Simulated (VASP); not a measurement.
# Bi2Te3 (R-3m) in VASP: notebook, part 2 of 2

VASP 6.6.1. Earlier steps stand in the parts before.

## (6) Single point, BLYP

This run uses another cell than the first one, of 33.87 Å³/atom.

INCAR

```
SYSTEM = Bi2Te3
PREC = Accurate
ENCUT = 520
EDIFF = 1E-6
ISMEAR = -1
SIGMA = 0.05
LREAL = .False.
LASPH = .True.
NELM = 80
ALGO = Normal
ISIF = 2
LWAVE = .False.
LCHARG = .False.
GGA = B5
ALDAX = 1.0
AGGAX = 1.0
AGGAC = 1.0
ALDAC = 0.0
NBANDS = 32
```

KPOINTS

```
regular mesh
0
Gamma
  7 7 7
  0 0 0
```

POSCAR

```
Bi2Te3
1.0
    2.1930000000      1.2661291403     10.1656666667
   -2.1930000000      1.2661291403     10.1656666667
    0.0000000000     -2.5322582807     10.1656666667
Bi Te
2 3
Direct
    0.6000000000      0.6000000000      0.6000000000
    0.4000000000      0.4000000000      0.4000000000
    0.7905000000      0.7905000000      0.7905000000
    0.2095000000      0.2095000000      0.2095000000
    0.0000000000      0.0000000000      0.0000000000
```

Potentials or basis: VASP PAW PBE potentials, release 64 (Bi_d, Te).

Run with:

```bash
cat potpaw_PBE.64/Bi_d/POTCAR potpaw_PBE.64/Te/POTCAR > POTCAR
mpirun -np 1 vasp_std > vasp.out
```

OUTCAR:

```text
SYSTEM = Bi2Te3
   PREC = Accurate
   ENCUT = 520
   EDIFF = 1E-6
   ISMEAR = -1
   LREAL = .False.
   LASPH = .True.
   NELM = 80
   ISIF = 2
   GGA = B5

 ion  position               nearest neighbor table
   1  0.600  0.600  0.600-   4 3.07   4 3.07   4 3.07   5 3.25   5 3.25   5 3.25
   2  0.400  0.400  0.400-   3 3.07   3 3.07   3 3.07   5 3.25   5 3.25   5 3.25
   3  0.791  0.791  0.791-   2 3.07   2 3.07   2 3.07   4 3.64   4 3.64   4 3.64
   4  0.209  0.209  0.209-   1 3.07   1 3.07   1 3.07   3 3.64   3 3.64   3 3.64
   5  0.000  0.000  0.000-   1 3.25   2 3.25   1 3.25   1 3.25   2 3.25   2 3.25

  LATTYP: Found a trigonal (rhomboedric) cell.
 ALAT       =    10.4763118882
 COS(alpha) =     0.9123624111

  Lattice vectors:

 A1 = (   2.1930000000,   1.2661291403,  10.1656666667)
 A2 = (  -2.1930000000,   1.2661291403,  10.1656666667)
 A3 = (   0.0000000000,  -2.5322582807,  10.1656666667)

Analysis of symmetry for initial positions (statically):
=====================================================================
 Subroutine PRICEL returns:
 Original cell was already a primitive cell.

 Routine SETGRP: Setting up the symmetry group for a
 trigonal (rhombohedral) supercell.

 Subroutine GETGRP returns: Found 12 space group operations
 (whereof 12 operations were pure point group operations)
 out of a pool of 12 trial point group operations.

The static configuration has the point symmetry D_3d.

Analysis of symmetry for dynamics (positions and initial velocities):
=====================================================================
 Subroutine PRICEL returns:
 Original cell was already a primitive cell.

 Routine SETGRP: Setting up the symmetry group for a
 trigonal (rhombohedral) supercell.

 Subroutine GETGRP returns: Found 12 space group operations
 (whereof 12 operations were pure point group operations)
 out of a pool of 12 trial point group operations.

[... 124 lines left out ...]
   IMIX   =      4    mixing-type and parameters
     AMIX     =   0.40;   BMIX     =  1.00
     AMIX_MAG =   1.60;   BMIX_MAG =  1.00
  volume/ion in A,a.u.               =      33.87       228.58
  Fermi-wavevector in a.u.,A,eV,Ry     =   1.075360  2.032136 15.733774  1.156400
  Thomas-Fermi vector in A             =   2.211215
   LORBIT       =      0    0 simple, 1 ext, 2 COOP (PROOUT), +10 PAW based schemes
   GGA     = B5    functional components
   LHFCALC =     F    Hartree Fock is set to
   AEXX    =    0.0000 exact exchange contribution
   IVDW    =     0    specifies the selected vdW correction
   LEPSILON=     F    determine dielectric tensor
   LRPA    =     F    only Hartree local field effects (RPA)
 non-spin polarized calculation
  energy-cutoff  :      520.00
  volume of cell :      169.36
 maximum number of plane-waves:      4577
 NGX is ok and might be reduce to    80
   NGX = 39   NGY = 39   NGZ = 39

 number of electron      48.0000004 magnetization

 Free energy of the ion-electron system (eV)
  ---------------------------------------------------
  ext. energy  EPLUGINS =         0.00000000
  ---------------------------------------------------
  free energy    TOTEN  =       -14.99568985 eV

  energy without entropy =      -14.99554623  energy(sigma->0) =      -14.99561804

 E-fermi :   6.8610     XC(G=0):  -8.7113

 val. band max:        6.7042103684   @ k =   0.0000   0.0000   0.0000
 cond. band min:       7.0164452943   @ k =   0.0000   0.0000   0.0000
 fundamental gap:      0.3122349258
 Fermi energy:         6.8609918576

 k-point     1 :       0.0000    0.0000    0.0000
  band No.  band energies     occupation
      1     -16.4949      2.00000
      2     -16.4949      2.00000
      3     -16.4934      2.00000
      4     -16.4934      2.00000
      5     -16.4799      2.00000
      6     -16.4786      2.00000
[... 829 lines left out ...]
     31      11.3716      0.00000
     32      11.4144      0.00000

 [... further k-points ...]

------------------------ aborting loop because EDIFF is reached ----------------------------------------

  FORCE on cell =-STRESS in cart. coord.  units (eV):
  Direction    XX          YY          ZZ          XY          YZ          ZX
  --------------------------------------------------------------------------------------
  -------------------------------------------------------------------------------------
  Total        6.0927069      6.0927069      5.7216637      0.0000000     -0.0000000      0.0000000
  in kB       57.6390906     57.6390906     54.1288946      0.0000000     -0.0000000      0.0000000
  external PRESSURE =      56.4690253 kB  Pullay stress =       0.0000000 kB

 VOLUME and BASIS-vectors are now :
 -----------------------------------------------------------------------------
  energy-cutoff  :      520.00
  volume of cell :      169.36
      direct lattice vectors                 reciprocal lattice vectors
     2.193000000  1.266129140 10.165666667     0.227998176  0.131634808  0.032790111
    -2.193000000  1.266129140 10.165666667    -0.227998176  0.131634808  0.032790111
     0.000000000 -2.532258281 10.165666667     0.000000000 -0.263269617  0.032790111

 POSITION                                       TOTAL-FORCE (eV/Angst)
 -----------------------------------------------------------------------------------
      0.00000     -0.00000     18.29820         0.000000      0.000000     -0.039002
      0.00000     -0.00000     12.19880         0.000000     -0.000000      0.039002
      0.00000     -0.00000     24.10788         0.000000     -0.000000      0.072767
      0.00000     -0.00000      6.38912         0.000000      0.000000     -0.072767
      0.00000      0.00000      0.00000         0.000000      0.000000     -0.000000
 -----------------------------------------------------------------------------------
    total drift:                               -0.000000     -0.000000     -0.000000

  FREE ENERGIE OF THE ION-ELECTRON SYSTEM (eV)
  ---------------------------------------------------
  free  energy   TOTEN  =       -14.9956898541 eV

  energy  without entropy=      -14.9955462269  energy(sigma->0) =      -14.99561804
```

Run time: 15 min. Hardware: 1 thread of Intel Xeon Platinum 8488C (Sapphire Rapids), shared host; peak memory 0.99 GiB.

What came out:

```
Free energy            : -14.9957 eV
Pressure               : 5.6 GPa
Largest force          : 0.073 eV/Å
Band gap on the k mesh : 0.31 eV
```

Forces in eV/Å, atoms in the order of the input:
```
Bi   0.000  0.000 -0.039
Bi   0.000  0.000  0.039
Te   0.000  0.000  0.073
Te   0.000  0.000 -0.073
Te   0.000  0.000  0.000
```

Stress tensor (GPa, compression positive):
```
5.76 0.00 0.00
0.00 5.76 0.00
0.00 0.00 5.41
```

Caveat: the cell stands under pressure; the PAW data sets were made with another functional, which shifts forces and pressure a little; spin-orbit coupling is left out, which moves the levels of the heavy elements. A k mesh can miss the band edges.

## (7) Summary

| level | cell | gap on the mesh (eV) | pressure (GPa) | largest force (eV/Å) |
| --- | --- | --- | --- | --- |
| PBEsol+D4 | a = 10.259 Å, angles 24.4°, 5 atoms, atomic positions A | 0.17 | 0.0 | 0.02 |
| BLYP | a = 10.262 Å, angles 24.2°, 5 atoms, atomic positions B | 0.28 | 10.1 | 0.49 |
| BLYP | a = 10.335 Å, angles 24.2°, 5 atoms, atomic positions B | 0.29 | 8.4 | 0.34 |
| BLYP | a = 10.406 Å, angles 24.2°, 5 atoms, atomic positions B | 0.30 | 7.0 | 0.20 |
| BLYP | a = 10.476 Å, angles 24.2°, 5 atoms, atomic positions B | 0.31 | 5.6 | 0.07 |

Alike in all rows: task single point; potentials or basis VASP PAW PBE potentials, release 64 (Bi_d, Te); no spin polarisation; k mesh 7 × 7 × 7; cutoff (eV) 520; smearing fermi-dirac 0.05 eV.

Caveats: the PAW data sets were made with another functional, which shifts forces and pressure a little; spin-orbit coupling is left out, which moves the levels of the heavy elements; the cell stands under pressure (at least some runs).

Total energies depend on the potentials used, so only differences within one code and one set of settings carry meaning.

## (8) How close it comes

Step 2. Against the measured gap of Bi2Te3, 0.17 eV (quoted in “Vacancy and Antisite-Induced Ferromagnetism in Liquid-Phase Exfoliated Bi2Te3”, 2024, arxiv:2412.10539), the calculated 0.17 eV is off by 0.00 eV. Spin-orbit coupling on Bi, Te is left out. The value is that of PBEsol+D4 on a finite k mesh, which can miss the band edges, without temperature or zero-point motion. Semilocal functionals fall short of measured gaps as a rule.
